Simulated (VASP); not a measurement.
# Be (Cmcm) in VASP: single point with PBEsol

Aim: the single point of Be with PBEsol.

Program: VASP 6.6.1. These are calculated values, not measurements. Logs are shortened: lines on timing, memory, paths and dates and some standing lists are left out, and cuts for length are marked.

**1. The cell of the first run**

The structure is orthorhombic, space group Cmcm (No. 63). Conventional cell: a = 3.574 Å, b = 6.178 Å, c = 6.174 Å, α = 90.00°, β = 90.00°, γ = 90.00°. Be (site symmetry m2m) has 11 Be at 1.98 to 2.30 Å within 2.6 Å. Within 2.6 Å of Be (site symmetry m2m) lie 11 Be at 1.98 to 2.38 Å. Within 2.6 Å of Be (site symmetry m) lie 11 Be at 1.97 to 2.38 Å.

**2. Single point, PBEsol**

File INCAR:

```
PREC = Accurate ; ENCUT = 600
EDIFF = 1E-6 ; ISMEAR = 0
SIGMA = 0.1 ; LREAL = F
LASPH = T ; NELM = 120
ALGO = Normal ; ISIF = 2
LWAVE = F ; LCHARG = F
GGA = PS ; NBANDS = 18
GGA_COMPAT = F
```

File KPOINTS:

```
regular mesh
0
Gamma
  6 6 4
```

File POSCAR:

```
Be
1.0
    1.7871822379     -3.0891730292      0.0000000000
    1.7871822379      3.0891730292      0.0000000000
    0.0000000000      0.0000000000      6.1735501973
Be
8
Direct
    0.9011059847      0.0988940153      0.7500000000
    0.0988940153      0.9011059847      0.2500000000
    0.5800677173      0.4199322827      0.7500000000
    0.4199322827      0.5800677173      0.2500000000
    0.7620147144      0.2379852856      0.4097668748
    0.2379852856      0.7620147144      0.9097668748
    0.2379852856      0.7620147144      0.5902331252
    0.7620147144      0.2379852856      0.0902331252
```

Potentials or basis: VASP PAW PBE potentials, release 64 (Be).

Run with:

```sh
$ cat potpaw_PBE.64/Be/POTCAR > POTCAR
$ mpirun -np 1 vasp_std > vasp.out
```

OUTCAR:

```text
PREC = Accurate
   ENCUT = 600
   EDIFF = 1E-6
   ISMEAR = 0
   LREAL = F
   LASPH = T
   NELM = 120
   ISIF = 2
   GGA = PS

 ion  position               nearest neighbor table
   1  0.901  0.099  0.750-   3 1.98   3 2.10   3 2.10   8 2.27   5 2.27   6 2.28   7 2.28   6 2.28
                             7 2.28   6 2.30   7 2.30
   2  0.099  0.901  0.250-   4 1.98   4 2.10   4 2.10   7 2.27   6 2.27   8 2.28   5 2.28   8 2.28
                             5 2.28   8 2.30   5 2.30
   3  0.580  0.420  0.750-   1 1.98   1 2.10   1 2.10   7 2.26   6 2.26   7 2.26   6 2.26   7 2.33
                             6 2.33   8 2.38   5 2.38
   4  0.420  0.580  0.250-   2 1.98   2 2.10   2 2.10   5 2.26   8 2.26   5 2.26   8 2.26   8 2.33
                             5 2.33   6 2.38   7 2.38
   5  0.762  0.238  0.410-   8 1.97   7 2.11   7 2.11   4 2.26   4 2.26   1 2.27   2 2.28   2 2.28
                             2 2.30   4 2.33   3 2.38
   6  0.238  0.762  0.910-   7 1.97   8 2.11   8 2.11   3 2.26   3 2.26   2 2.27   1 2.28   1 2.28
                             1 2.30   3 2.33   4 2.38
   7  0.238  0.762  0.590-   6 1.97   5 2.11   5 2.11   3 2.26   3 2.26   2 2.27   1 2.28   1 2.28
                             1 2.30   3 2.33   4 2.38
   8  0.762  0.238  0.090-   5 1.97   6 2.11   6 2.11   4 2.26   4 2.26   1 2.27   2 2.28   2 2.28
                             2 2.30   4 2.33   3 2.38

  LATTYP: Found a base centered orthorhombic cell.
 ALAT       =     3.5743644758
 B/A-ratio  =     1.7285159642
 C/A-ratio  =     1.7271742261

  Lattice vectors:

 A1 = (   1.7871822379,  -3.0891730292,   0.0000000000)
 A2 = (   1.7871822379,   3.0891730292,   0.0000000000)
 A3 = (   0.0000000000,   0.0000000000,   6.1735501973)

Analysis of symmetry for initial positions (statically):
=====================================================================
 Subroutine PRICEL returns:
 Original cell was already a primitive cell.

 Routine SETGRP: Setting up the symmetry group for a
 base centered orthorhombic supercell.

 Subroutine GETGRP returns: Found  8 space group operations
 (whereof  4 operations were pure point group operations)
 out of a pool of  8 trial point group operations.

The static configuration has the point symmetry C_2h.
 The point group associated with its full space group is D_2h.

Analysis of symmetry for dynamics (positions and initial velocities):
=====================================================================
 Subroutine PRICEL returns:
 Original cell was already a primitive cell.

 Routine SETGRP: Setting up the symmetry group for a
 base centered orthorhombic supercell.

 Subroutine GETGRP returns: Found  8 space group operations
 (whereof  4 operations were pure point group operations)
 out of a pool of  8 trial point group operations.

The dynamic configuration has the point symmetry C_2h.
 The point group associated with its full space group is D_2h.

 Subroutine INISYM returns: Found  8 space group operations
 (whereof  4 operations are pure point group operations),
 and found     1 'primitive' translations

----------------------------------------------------------------------------------------

                                     Primitive cell

  volume of cell :      68.1673

  direct lattice vectors                    reciprocal lattice vectors
     1.787182238 -3.089173029  0.000000000     0.279770014 -0.161855615  0.000000000
     1.787182238  3.089173029  0.000000000     0.279770014  0.161855615  0.000000000
     0.000000000  0.000000000  6.173550197     0.000000000  0.000000000  0.161981351

  length of vectors
     3.568894837  3.568894837  6.173550197     0.323215873  0.323215873  0.161981351

  position of ions in fractional coordinates (direct lattice)
     0.901105985  0.098894015  0.750000000
     0.098894015  0.901105985  0.250000000
     0.580067717  0.419932283  0.750000000
     0.419932283  0.580067717  0.250000000
     0.762014714  0.237985286  0.409766875
     0.237985286  0.762014714  0.909766875
     0.237985286  0.762014714  0.590233125
     0.762014714  0.237985286  0.090233125

  ion indices of the primitive-cell ions
   primitive index   ion index
                 1           1
                 2           2
                 3           3
                 4           4
                 5           5
                 6           6
                 7           7
                 8           8

----------------------------------------------------------------------------------------

 KPOINTS: regular mesh

Automatic generation of k-mesh.
 Grid dimensions read from file:
 generate k-points for:    6    6    4

 Generating k-lattice:

  Cartesian coordinates                     Fractional coordinates (reciprocal lattice)
     0.046628336 -0.026975936  0.000000000     0.166666667  0.000000000  0.000000000
     0.046628336  0.026975936  0.000000000     0.000000000  0.166666667  0.000000000
     0.000000000  0.000000000  0.040495338     0.000000000  0.000000000  0.250000000

  Length of vectors
     0.053869312  0.053869312  0.040495338

  Shift w.r.t. Gamma in fractional coordinates (k-lattice)
     0.000000000  0.000000000  0.000000000

 Subroutine IBZKPT returns following result:
 ===========================================

 Found     39 irreducible k-points:

 Following reciprocal coordinates:
            Coordinates               Weight
  0.000000  0.000000  0.000000      1.000000
  0.166667  0.000000  0.000000      4.000000
  0.333333  0.000000  0.000000      4.000000
  0.500000  0.000000  0.000000      2.000000
  0.166667  0.166667  0.000000      2.000000
  0.333333  0.166667  0.000000      4.000000
[... 16 lines left out ...]
  0.333333  0.333333  0.250000      4.000000
  0.500000  0.333333  0.250000      8.000000
 [... further k-points ...]
   k-points           NKPTS =     39   k-points in BZ     NKDIM =     39   number of bands    NBANDS=     18
   number of dos      NEDOS =    301   number of ions     NIONS =      8
   total plane-waves  NPLWV =  45000
   dimension x,y,z NGX =    30 NGY =   30 NGZ =   50
   dimension x,y,z NGXF=    60 NGYF=   60 NGZF=  100
   ions per type =               8
   NGX,Y,Z   is equivalent  to a cutoff of  13.97, 13.97, 13.46 a.u.
   NGXF,Y,Z  is equivalent  to a cutoff of  27.95, 27.95, 26.93 a.u.
 SYSTEM =  unknown system
   PREC   = accura    normal or accurate (medium, high low for compatibility)
   ISTART =      0    job   : 0-new  1-cont  2-samecut
   ICHARG =      2    charge: 1-file 2-atom 10-const
   ISPIN  =      1    spin polarized calculation?
   LNONCOLLINEAR =      F non collinear calculations
   LSORBIT =      F    spin-orbit coupling
   LASPH  =      T    aspherical Exc in radial PAW
   ENCUT  =  600.0 eV  44.10 Ry    6.64 a.u.   7.13  7.13 12.33*2*pi/ulx,y,z
   NELM   =    120;   NELMIN=  2; NELMDL= -5     # of ELM steps
   EDIFF  = 0.1E-05   stopping-criterion for ELM
   LREAL  =      F    real-space projection
[... 7 lines left out ...]
   TEBEG  =    0.0;   TEEND  =   0.0 temperature during run
   PSTRESS=    0.0 pullay stress
   NELECT =      16.0000    total number of electrons
   NUPDOWN=      -1.0000    fix difference up-down
   EMIN   =  10.00;   EMAX   =-10.00  energy-range for DOS
   EFERMI =   0.00;   METHOD = LEGACY
   ISMEAR =     0;   SIGMA  =   0.10  broadening in eV -4-tet -1-fermi 0-gaus
   EFERMI_NEDOS =   21; number of points for ismear=-14 and -15
   IALGO  =     38    algorithm
   IMIX   =      4    mixing-type and parameters
     AMIX     =   0.40;   BMIX     =  1.00
     AMIX_MAG =   1.60;   BMIX_MAG =  1.00
  volume/ion in A,a.u.               =       8.52        57.50
  Fermi-wavevector in a.u.,A,eV,Ry     =   1.009848  1.908337 13.875134  1.019794
  Thomas-Fermi vector in A             =   2.142802
   LORBIT       =      0    0 simple, 1 ext, 2 COOP (PROOUT), +10 PAW based schemes
   GGA     = PS    functional components
   LHFCALC =     F    Hartree Fock is set to
   AEXX    =    0.0000 exact exchange contribution
   IVDW    =     0    specifies the selected vdW correction
   LEPSILON=     F    determine dielectric tensor
   LRPA    =     F    only Hartree local field effects (RPA)
 non-spin polarized calculation
 Gauss-broadening in eV      SIGMA  =   0.10
  energy-cutoff  :      600.00
  volume of cell :       68.17
 maximum number of plane-waves:      2299
 NGX is ok and might be reduce to    30
   NGX = 15   NGY = 15   NGZ = 25

 number of electron      16.0000000 magnetization

 Free energy of the ion-electron system (eV)
  ---------------------------------------------------
  ext. energy  EPLUGINS =         0.00000000
  ---------------------------------------------------
  free energy    TOTEN  =       -31.01447134 eV

  energy without entropy =      -31.01214875  energy(sigma->0) =      -31.01331005

 E-fermi :   5.6109     XC(G=0): -10.3033

 val. band max:        5.5290529234   @ k =   0.5000   0.1667   0.0000
 cond. band min:       5.6757005956   @ k =  -0.1667   0.1667   0.2500
 fundamental gap:      0.1466476723
 Fermi energy:         5.6109187656

 k-point     1 :       0.0000    0.0000    0.0000
  band No.  band energies     occupation
      1      -4.5647      2.00000
      2      -1.9578      2.00000
      3      -1.2967      2.00000
      4       4.9267      2.00000
      5       5.9910      0.00000
      6       6.6490      0.00000
[... 10 lines left out ...]
     17      13.1955      0.00000
     18      14.1504      0.00000

 k-point     2 :       0.1667    0.0000    0.0000
  band No.  band energies     occupation
      1      -4.2461      2.00000
      2      -1.6732      2.00000
      3      -0.9538      2.00000
      4       3.0453      2.00000
      5       4.4814      2.00000
      6       5.1130      2.00000
[... 10 lines left out ...]
     17      13.9290      0.00000
     18      15.0824      0.00000
[... 442 lines left out ...]
 k-point    24 :       0.5000    0.3333    0.2500
  band No.  band energies     occupation
      1      -2.1737      2.00000
      2      -0.8847      2.00000
      3      -0.1132      2.00000
      4       1.2169      2.00000
      5       1.3278      2.00000
      6       2.5902      2.00000
[... 10 lines left out ...]
     17      15.0350      0.00000
     18      16.5057      0.00000

 [... further k-points ...]
[... 5 lines left out ...]
  --------------------------------------------------------------------------------------
  -------------------------------------------------------------------------------------
  Total        0.1492579      0.1900940      0.1127989      0.0000000      0.0000000      0.0000000
  in kB        3.5080980      4.4678946      2.6511810      0.0000000      0.0000000      0.0000000
  external PRESSURE =       3.5423912 kB  Pullay stress =       0.0000000 kB

 VOLUME and BASIS-vectors are now :
 -----------------------------------------------------------------------------
  energy-cutoff  :      600.00
  volume of cell :       68.17
      direct lattice vectors                 reciprocal lattice vectors
     1.787182238 -3.089173029  0.000000000     0.279770014 -0.161855615  0.000000000
     1.787182238  3.089173029  0.000000000     0.279770014  0.161855615  0.000000000
     0.000000000  0.000000000  6.173550197     0.000000000  0.000000000  0.161981351

 POSITION                                       TOTAL-FORCE (eV/Angst)
 -----------------------------------------------------------------------------------
      1.78718     -2.47817      4.63016         0.000000     -0.012469      0.000000
      1.78718      2.47817      1.54339         0.000000      0.012469      0.000000
      1.78718     -0.49469      4.63016         0.000000      0.014086      0.000000
      1.78718      0.49469      1.54339         0.000000     -0.014086      0.000000
      1.78718     -1.61882      2.52972         0.000000      0.000377      0.022149
      1.78718      1.61882      5.61649         0.000000     -0.000377      0.022149
      1.78718      1.61882      3.64383         0.000000     -0.000377     -0.022149
      1.78718     -1.61882      0.55706         0.000000      0.000377     -0.022149
 -----------------------------------------------------------------------------------
    total drift:                               -0.000000      0.000000     -0.000000

  FREE ENERGIE OF THE ION-ELECTRON SYSTEM (eV)
  ---------------------------------------------------
  free  energy   TOTEN  =       -31.0144713388 eV

  energy  without entropy=      -31.0121487517  energy(sigma->0) =      -31.01331005
```

Wall time 90 s (1 thread of Intel Xeon 8259CL, shared host); peak memory 0.21 GiB.

What came out:

| Item | Value |
| --- | --- |
| Free energy | -31.0145 eV |
| Pressure | 0.4 GPa |
| Largest force | 0.022 eV/Å |
| Band gap on the k mesh | zero (bands 8 and 9 overlap by 3.93 eV) |

Forces in eV/Å, atoms in the order of the input:
```
Be   0.000 -0.012  0.000
Be   0.000  0.012  0.000
Be   0.000  0.014  0.000
Be   0.000 -0.014  0.000
Be   0.000  0.000  0.022
Be   0.000  0.000  0.022
Be   0.000  0.000 -0.022
Be   0.000  0.000 -0.022
```

Stress tensor (GPa, compression positive):
```
0.35 0.00 0.00
0.00 0.45 0.00
0.00 0.00 0.27
```

Caveat: the PAW data sets were made with another functional, which shifts forces and pressure a little.
